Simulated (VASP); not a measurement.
# Hf2Si (I4/mcm) in VASP: notebook

The runs below take Hf2Si through single point, with PBEsol.

All numbers are computed with VASP 6.6.1; they aren't measurements. Logs are shortened: lines on timing, memory, paths and dates and some standing lists are left out, and cuts for length are marked.

### 1 The cell of the first run

The structure is tetragonal, space group I4/mcm (No. 140). The conventional cell has a = 6.551 Å, b = 6.551 Å, c = 5.166 Å, α = 90.00°, β = 90.00°, γ = 90.00°. Within 3.7 Å of Hf (site symmetry m2m) lie 4 Si at 2.79 Å and 11 Hf at 2.90 to 3.50 Å. Si (site symmetry 422) has 2 Si at 2.58 Å and 8 Hf at 2.79 Å within 3.4 Å.

### 2 Single point, PBEsol

INCAR reads:

```
ALGO     = Fast           # electronic algorithm
EDIFF    = 1E-6           # SCF threshold, eV
ENCUT    = 520            # plane-wave cutoff, eV
GGA      = PS             # functional
ISIF     = 2              # what is computed and relaxed
ISMEAR   = -1             # smearing method
LASPH    = T              # aspherical terms in the spheres
LCHARG   = F              # write CHGCAR
LREAL    = F              # projectors in reciprocal space
LWAVE    = F              # write WAVECAR
NBANDS   = 33             # bands
NELM     = 100            # most SCF steps
PREC     = Accurate       # precision mode
SIGMA    = 0.5            # smearing width, eV
```

KPOINTS reads:

```
k-points
0
Gamma
  10 10 10
```

POSCAR reads:

```
Hf2Si
1.0
   -3.2753522240      3.2753522240      2.5828233930
    3.2753522240     -3.2753522240      2.5828233930
    3.2753522240      3.2753522240     -2.5828233930
Hf Si
4 2
Direct
    0.8435136200      0.6564863800      0.5000000000
    0.3435136200      0.8435136200      0.1870272400
    0.1564863800      0.3435136200      0.5000000000
    0.6564863800      0.1564863800      0.8129727600
    0.7500000000      0.7500000000      0.0000000000
    0.2500000000      0.2500000000      0.0000000000
```

Potentials or basis: VASP PAW PBE potentials, release 64 (Hf_pv, Si).

Started as:

```
> cat potpaw_PBE.64/Hf_pv/POTCAR potpaw_PBE.64/Si/POTCAR > POTCAR
> mpirun -np 1 vasp_std > vasp.out
```

OUTCAR:

```text
EDIFF = 1E-6
   ENCUT = 520
   GGA = PS
   ISIF = 2
   ISMEAR = -1
   LASPH = T
   LREAL = F
   NELM = 100
   PREC = Accurate

 ion  position               nearest neighbor table
   1  0.844  0.656  0.500-   6 2.79   5 2.79   5 2.79   6 2.79   3 2.90   3 3.11   3 3.11   4 3.30
                             2 3.30   4 3.30   2 3.30   4 3.50   2 3.50   2 3.50   4 3.50
   2  0.344  0.844  0.187-   5 2.79   6 2.79   6 2.79   5 2.79   4 2.90   4 3.11   4 3.11   1 3.30
                             3 3.30   3 3.30   1 3.30   1 3.50   3 3.50   1 3.50   3 3.50
   3  0.156  0.344  0.500-   5 2.79   6 2.79   6 2.79   5 2.79   1 2.90   1 3.11   1 3.11   4 3.30
                             2 3.30   4 3.30   2 3.30   4 3.50   2 3.50   4 3.50   2 3.50
   4  0.656  0.156  0.813-   5 2.79   6 2.79   6 2.79   5 2.79   2 2.90   2 3.11   2 3.11   1 3.30
                             3 3.30   3 3.30   1 3.30   1 3.50   3 3.50   1 3.50   3 3.50
   5  0.750  0.750  0.000-   6 2.58   6 2.58   2 2.79   4 2.79   4 2.79   2 2.79   1 2.79   1 2.79
                             3 2.79   3 2.79
   6  0.250  0.250  0.000-   5 2.58   5 2.58   2 2.79   4 2.79   4 2.79   2 2.79   3 2.79   1 2.79
                             1 2.79   3 2.79

  LATTYP: Found a body centered tetragonal cell.
 ALAT       =     6.5507044480
 C/A-ratio  =     0.7885635548

  Lattice vectors:

 A1 = (  -3.2753522240,   3.2753522240,   2.5828233930)
 A2 = (   3.2753522240,  -3.2753522240,   2.5828233930)
 A3 = (   3.2753522240,   3.2753522240,  -2.5828233930)

Analysis of symmetry for initial positions (statically):
=====================================================================
 Subroutine PRICEL returns:
 Original cell was already a primitive cell.

 Routine SETGRP: Setting up the symmetry group for a
 body centered tetragonal supercell.

 Subroutine GETGRP returns: Found 16 space group operations
 (whereof  8 operations were pure point group operations)
 out of a pool of 16 trial point group operations.

The static configuration has the point symmetry C_4h.
 The point group associated with its full space group is D_4h.

Analysis of symmetry for dynamics (positions and initial velocities):
=====================================================================
 Subroutine PRICEL returns:
 Original cell was already a primitive cell.

 Routine SETGRP: Setting up the symmetry group for a
 body centered tetragonal supercell.

 Subroutine GETGRP returns: Found 16 space group operations
 (whereof  8 operations were pure point group operations)
 out of a pool of 16 trial point group operations.

The dynamic configuration has the point symmetry C_4h.
 The point group associated with its full space group is D_4h.

 Subroutine INISYM returns: Found 16 space group operations
 (whereof  8 operations are pure point group operations),
 and found     1 'primitive' translations

----------------------------------------------------------------------------------------

                                     Primitive cell

  volume of cell :     110.8334

  direct lattice vectors                    reciprocal lattice vectors
    -3.275352224  3.275352224  2.582823393     0.000000000  0.152655338  0.193586600
     3.275352224 -3.275352224  2.582823393     0.152655338  0.000000000  0.193586600
     3.275352224  3.275352224 -2.582823393     0.152655338  0.152655338  0.000000000

  length of vectors
     5.303474433  5.303474433  5.303474433     0.246534833  0.246534833  0.215887249

  position of ions in fractional coordinates (direct lattice)
     0.843513620  0.656486380  0.500000000
     0.343513620  0.843513620  0.187027240
     0.156486380  0.343513620  0.500000000
     0.656486380  0.156486380  0.812972760
     0.750000000  0.750000000  0.000000000
     0.250000000  0.250000000  0.000000000

  ion indices of the primitive-cell ions
   primitive index   ion index
                 1           1
                 2           2
                 3           3
                 4           4
                 5           5
                 6           6

----------------------------------------------------------------------------------------

 KPOINTS: k-points

Automatic generation of k-mesh.
 Grid dimensions read from file:
 generate k-points for:   10   10   10

 Generating k-lattice:

  Cartesian coordinates                     Fractional coordinates (reciprocal lattice)
     0.000000000  0.015265534  0.019358660     0.100000000 -0.000000000  0.000000000
     0.015265534  0.000000000  0.019358660    -0.000000000  0.100000000  0.000000000
     0.015265534  0.015265534  0.000000000     0.000000000  0.000000000  0.100000000

  Length of vectors
     0.024653483  0.024653483  0.021588725

  Shift w.r.t. Gamma in fractional coordinates (k-lattice)
     0.000000000  0.000000000  0.000000000

 Subroutine IBZKPT returns following result:
 ===========================================

 Found    102 irreducible k-points:

 Following reciprocal coordinates:
            Coordinates               Weight
  0.000000  0.000000  0.000000      1.000000
  0.100000  0.000000 -0.000000      8.000000
  0.200000  0.000000 -0.000000      8.000000
  0.300000  0.000000 -0.000000      8.000000
  0.400000  0.000000 -0.000000      8.000000
  0.500000  0.000000 -0.000000      4.000000
[... 16 lines left out ...]
  0.300000  0.300000 -0.000000      8.000000
  0.400000  0.300000 -0.000000     16.000000
 [... further k-points ...]
   k-points           NKPTS =    102   k-points in BZ     NKDIM =    102   number of bands    NBANDS=     33
   number of dos      NEDOS =    301   number of ions     NIONS =      6
   total plane-waves  NPLWV =  64000
   dimension x,y,z NGX =    40 NGY =   40 NGZ =   40
   dimension x,y,z NGXF=    80 NGYF=   80 NGZF=   80
   ions per type =               4   2
   NGX,Y,Z   is equivalent  to a cutoff of  12.54, 12.54, 12.54 a.u.
   NGXF,Y,Z  is equivalent  to a cutoff of  25.08, 25.08, 25.08 a.u.
 SYSTEM =  unknown system
   PREC   = accura    normal or accurate (medium, high low for compatibility)
   ISTART =      0    job   : 0-new  1-cont  2-samecut
   ICHARG =      2    charge: 1-file 2-atom 10-const
   ISPIN  =      1    spin polarized calculation?
   LNONCOLLINEAR =      F non collinear calculations
   LSORBIT =      F    spin-orbit coupling
   LASPH  =      T    aspherical Exc in radial PAW
   ENCUT  =  520.0 eV  38.22 Ry    6.18 a.u.   9.86  9.86  9.86*2*pi/ulx,y,z
   NELM   =    100;   NELMIN=  2; NELMDL= -5     # of ELM steps
   EDIFF  = 0.1E-05   stopping-criterion for ELM
   LREAL  =      F    real-space projection
   EDIFFG = 0.1E-04   stopping-criterion for IOM
   NSW    =      0    number of steps for IOM
   IBRION =     -1    ionic relax: 0-MD 1-quasi-New 2-CG
   NFREE  =      0    steps in history (QN), initial steepest desc. (CG)
   ISIF   =      2    stress and relaxation
   ISYM   =      2    0-nonsym 1-usesym 2-fastsym
   POTIM  = 0.5000    time-step for ionic-motion
   TEBEG  =    0.0;   TEEND  =   0.0 temperature during run
   PSTRESS=    0.0 pullay stress
   NELECT =      48.0000    total number of electrons
   NUPDOWN=      -1.0000    fix difference up-down
   EMIN   =  10.00;   EMAX   =-10.00  energy-range for DOS
   EFERMI =   0.00;   METHOD = LEGACY
   ISMEAR =    -1;   SIGMA  =   0.50  broadening in eV -4-tet -1-fermi 0-gaus
   EFERMI_NEDOS =   21; number of points for ismear=-14 and -15
   IALGO  =     68    algorithm
   IMIX   =      4    mixing-type and parameters
     AMIX     =   0.40;   BMIX     =  1.00
     AMIX_MAG =   1.60;   BMIX_MAG =  1.00
  volume/ion in A,a.u.               =      18.47       124.66
  Fermi-wavevector in a.u.,A,eV,Ry     =   1.238602  2.340618 20.873162  1.534134
  Thomas-Fermi vector in A             =   2.373120
   LORBIT       =      0    0 simple, 1 ext, 2 COOP (PROOUT), +10 PAW based schemes
   GGA     = PS    functional components
   LHFCALC =     F    Hartree Fock is set to
   AEXX    =    0.0000 exact exchange contribution
   IVDW    =     0    specifies the selected vdW correction
   LEPSILON=     F    determine dielectric tensor
   LRPA    =     F    only Hartree local field effects (RPA)
 non-spin polarized calculation
 RMM-DIIS sequential band-by-band and
  energy-cutoff  :      520.00
  volume of cell :      110.83
 maximum number of plane-waves:      3018
   NGX = 19   NGY = 19   NGZ = 19

 number of electron      48.0000004 magnetization

 Free energy of the ion-electron system (eV)
  ---------------------------------------------------
  ext. energy  EPLUGINS =         0.00000000
  ---------------------------------------------------
  free energy    TOTEN  =       -59.74812048 eV

  energy without entropy =      -56.47828168  energy(sigma->0) =      -58.11320108

 E-fermi :   6.2005     XC(G=0): -11.6432

 val. band max:        6.1826933770   @ k =   0.4000   0.1000   0.1000
 cond. band min:       6.2072609262   @ k =  -0.4000   0.5000   0.4000
 fundamental gap:      0.0245675493
 Fermi energy:         6.2004996542

 k-point     1 :       0.0000    0.0000    0.0000
  band No.  band energies     occupation
      1     -24.2282      2.00000
      2     -24.2212      2.00000
      3     -24.0956      2.00000
      4     -24.0956      2.00000
      5     -24.0611      2.00000
      6     -24.0611      2.00000
[... 25 lines left out ...]
     32       9.4750      0.00286
     33      10.2413      0.00062

 k-point     2 :       0.1000    0.0000   -0.0000
  band No.  band energies     occupation
      1     -24.2422      2.00000
      2     -24.2211      2.00000
      3     -24.1219      2.00000
      4     -24.1151      2.00000
      5     -24.0351      2.00000
      6     -24.0270      2.00000
[... 25 lines left out ...]
     32       9.8482      0.00136
     33      10.4108      0.00044
[... 754 lines left out ...]
     32       9.9777      0.00105
     33      10.2971      0.00055

 k-point    24 :       0.4000    0.3000   -0.0000
  band No.  band energies     occupation
      1     -24.3075      2.00000
      2     -24.1750      2.00000
      3     -24.1434      2.00000
      4     -24.1083      2.00000
      5     -24.0293      2.00000
      6     -23.9908      2.00000
[... 25 lines left out ...]
     32      10.2644      0.00059
     33      10.3989      0.00045

 [... further k-points ...]

------------------------ aborting loop because EDIFF is reached ----------------------------------------

  FORCE on cell =-STRESS in cart. coord.  units (eV):
  Direction    XX          YY          ZZ          XY          YZ          ZX
  --------------------------------------------------------------------------------------
  -------------------------------------------------------------------------------------
  Total       -1.0126411     -1.0126411      0.6677804      0.0000000      0.0000000      0.0000000
  in kB      -14.6384601    -14.6384601      9.6532495      0.0000000      0.0000000      0.0000000
  external PRESSURE =      -6.5412236 kB  Pullay stress =       0.0000000 kB

 VOLUME and BASIS-vectors are now :
 -----------------------------------------------------------------------------
  energy-cutoff  :      520.00
  volume of cell :      110.83
      direct lattice vectors                 reciprocal lattice vectors
    -3.275352224  3.275352224  2.582823393     0.000000000  0.152655338  0.193586600
     3.275352224 -3.275352224  2.582823393     0.152655338  0.000000000  0.193586600
     3.275352224  3.275352224 -2.582823393     0.152655338  0.152655338  0.000000000

 POSITION                                       TOTAL-FORCE (eV/Angst)
 -----------------------------------------------------------------------------------
      1.02510      2.25026      2.58282         0.307796     -0.307796      0.000000
      2.25026     -1.02510      2.58282        -0.307796     -0.307796      0.000000
      2.25026      1.02510      0.00000        -0.307796      0.307796      0.000000
      1.02510      4.30045     -0.00000         0.307796      0.307796     -0.000000
      0.00000      0.00000      3.87424         0.000000      0.000000      0.000000
      0.00000      0.00000      1.29141         0.000000      0.000000      0.000000
 -----------------------------------------------------------------------------------
    total drift:                               -0.000000      0.000000     -0.000000

  FREE ENERGIE OF THE ION-ELECTRON SYSTEM (eV)
  ---------------------------------------------------
  free  energy   TOTEN  =       -59.7481204833 eV

  energy  without entropy=      -56.4782816754  energy(sigma->0) =      -58.11320108
```

Wall time 13 min (1 thread of AMD EPYC 7R43 (Zen 3), shared host); peak memory 0.41 GiB.

Results:

```yaml
Free_energy: -59.7481 eV
Pressure: -0.7 GPa
Largest_force: 0.435 eV/Å
Band_gap_on_the_k_mesh: zero (bands 24 and 25 overlap by 0.80 eV)
```

Forces on the atoms (eV/Å):
```
Hf   0.308 -0.308  0.000
Hf  -0.308 -0.308  0.000
Hf  -0.308  0.308  0.000
Hf   0.308  0.308  0.000
Si   0.000  0.000  0.000
Si   0.000  0.000  0.000
```

Stress tensor (GPa, compression positive):
```
-1.46  0.00  0.00
 0.00 -1.46  0.00
 0.00  0.00  0.97
```

Levels at points of the mesh, in eV from the Fermi level:
```tsv
k point	band 20	band 21	band 22	band 23	band 24	band 25	band 26	band 27	band 28	band 29
(0.00, 0.00, 0.00)	-1.58	-1.50	-1.50	-1.25	-1.11	1.79	1.86	1.88	2.33	2.33
(0.50, 0.00, 0.00)	-1.31	-0.95	-0.95	-0.73	-0.73	-0.02	-0.02	1.77	1.77	3.03
(0.50, 0.50, 0.00)	-2.36	-1.66	-1.28	-0.90	-0.68	1.09	1.15	1.45	1.94	2.73
(0.50, 0.50, 0.50)	-2.22	-1.12	-0.71	-0.23	0.13	0.16	0.16	1.14	1.22	1.52
```

Caveat: so wide a smearing shifts energies and pressures; the PAW data sets were made with another functional, which shifts forces and pressure a little; spin-orbit coupling is left out, which moves the levels of the heavy elements.

### 3 Single point, PBEsol

INCAR reads:

```
SYSTEM = Hf2Si
  ALGO = Fast
  EDIFF = 1E-7
  ENCUT = 520
  GGA = PS
  ISIF = 2
  ISMEAR = 1
  LASPH = .True.
  LCHARG = .True.
  LELF = .True.
  LREAL = .False.
  LVHAR = .True.
  LWAVE = .False.
  NBANDS = 33
  NELM = 60
  PREC = Accurate
  SIGMA = 0.02
```

KPOINTS reads:

```
k-points
0
Gamma
  10 10 10
  0 0 0
```

POSCAR is that of step 2.

Potentials or basis: VASP PAW PBE potentials, release 64 (Hf_pv, Si).

Started as:

```
> cat potpaw_PBE.64/Hf_pv/POTCAR potpaw_PBE.64/Si/POTCAR > POTCAR
> mpirun -np 1 vasp_std > vasp.out
```

OUTCAR:

```text
SYSTEM = Hf2Si
   EDIFF = 1E-7
   ENCUT = 520
   GGA = PS
   ISIF = 2
   ISMEAR = 1
   LASPH = .True.
   LREAL = .False.
   NELM = 60
   PREC = Accurate

 ion  position               nearest neighbor table
   1  0.844  0.656  0.500-   6 2.79   5 2.79   5 2.79   6 2.79   3 2.90   3 3.11   3 3.11   4 3.30
                             2 3.30   4 3.30   2 3.30   4 3.50   2 3.50   2 3.50   4 3.50
   2  0.344  0.844  0.187-   5 2.79   6 2.79   6 2.79   5 2.79   4 2.90   4 3.11   4 3.11   1 3.30
                             3 3.30   3 3.30   1 3.30   1 3.50   3 3.50   1 3.50   3 3.50
   3  0.156  0.344  0.500-   5 2.79   6 2.79   6 2.79   5 2.79   1 2.90   1 3.11   1 3.11   4 3.30
                             2 3.30   4 3.30   2 3.30   4 3.50   2 3.50   4 3.50   2 3.50
   4  0.656  0.156  0.813-   5 2.79   6 2.79   6 2.79   5 2.79   2 2.90   2 3.11   2 3.11   1 3.30
                             3 3.30   3 3.30   1 3.30   1 3.50   3 3.50   1 3.50   3 3.50
   5  0.750  0.750  0.000-   6 2.58   6 2.58   2 2.79   4 2.79   4 2.79   2 2.79   1 2.79   1 2.79
                             3 2.79   3 2.79
   6  0.250  0.250  0.000-   5 2.58   5 2.58   2 2.79   4 2.79   4 2.79   2 2.79   3 2.79   1 2.79
                             1 2.79   3 2.79

  LATTYP: Found a body centered tetragonal cell.
 ALAT       =     6.5507044480
 C/A-ratio  =     0.7885635548
[... 200 lines left out ...]
  band No.  band energies     occupation
      1     -24.2914      2.00000
      2     -24.2837      2.00000
      3     -24.1691      2.00000
      4     -24.1691      2.00000
      5     -24.1338      2.00000
      6     -24.1338      2.00000
[... 853 lines left out ...]
     32      10.2337      0.00000
     33      10.3677      0.00000

 [... further k-points ...]

------------------------ aborting loop because EDIFF is reached ----------------------------------------

  FORCE on cell =-STRESS in cart. coord.  units (eV):
  Direction    XX          YY          ZZ          XY          YZ          ZX
  --------------------------------------------------------------------------------------
  -------------------------------------------------------------------------------------
  Total       -1.8604745     -1.8604745     -1.6648058      0.0000000     -0.0000000     -0.0000000
  in kB      -26.8945065    -26.8945065    -24.0659737      0.0000000     -0.0000000     -0.0000000
  external PRESSURE =     -25.9516622 kB  Pullay stress =       0.0000000 kB

 VOLUME and BASIS-vectors are now :
 -----------------------------------------------------------------------------
  energy-cutoff  :      520.00
  volume of cell :      110.83
      direct lattice vectors                 reciprocal lattice vectors
    -3.275352224  3.275352224  2.582823393     0.000000000  0.152655338  0.193586600
     3.275352224 -3.275352224  2.582823393     0.152655338  0.000000000  0.193586600
     3.275352224  3.275352224 -2.582823393     0.152655338  0.152655338  0.000000000

 POSITION                                       TOTAL-FORCE (eV/Angst)
 -----------------------------------------------------------------------------------
      1.02510      2.25026      2.58282         0.027753     -0.027753      0.000000
      2.25026     -1.02510      2.58282        -0.027753     -0.027753     -0.000000
      2.25026      1.02510      0.00000        -0.027753      0.027753      0.000000
      1.02510      4.30045     -0.00000         0.027753      0.027753      0.000000
      0.00000      0.00000      3.87424         0.000000     -0.000000      0.000000
      0.00000      0.00000      1.29141         0.000000     -0.000000      0.000000
 -----------------------------------------------------------------------------------
    total drift:                               -0.000000      0.000000     -0.000000

  FREE ENERGIE OF THE ION-ELECTRON SYSTEM (eV)
  ---------------------------------------------------
  free  energy   TOTEN  =       -58.2812004770 eV

  energy  without entropy=      -58.2811125845  energy(sigma->0) =      -58.28117118
```

It took 10 min on 1 thread of AMD EPYC 7R43 (Zen 3), shared host; peak memory 0.41 GiB.

What came out:

* Free energy: -58.2812 eV
* Pressure: -2.6 GPa
* Largest force: 0.039 eV/Å
* Band gap on the k mesh: zero (bands 24 and 25 overlap by 0.79 eV)

Forces in eV/Å, atoms in the order of the input:
```
Hf   0.028 -0.028  0.000
Hf  -0.028 -0.028  0.000
Hf  -0.028  0.028  0.000
Hf   0.028  0.028  0.000
Si   0.000  0.000  0.000
Si   0.000  0.000  0.000
```

Caveat: the PAW data sets were made with another functional, which shifts forces and pressure a little; spin-orbit coupling is left out, which moves the levels of the heavy elements.

(Continued in part 2 of 2.)

The gap in the log of VASP goes by the Fermi energy; the results here count the filled bands.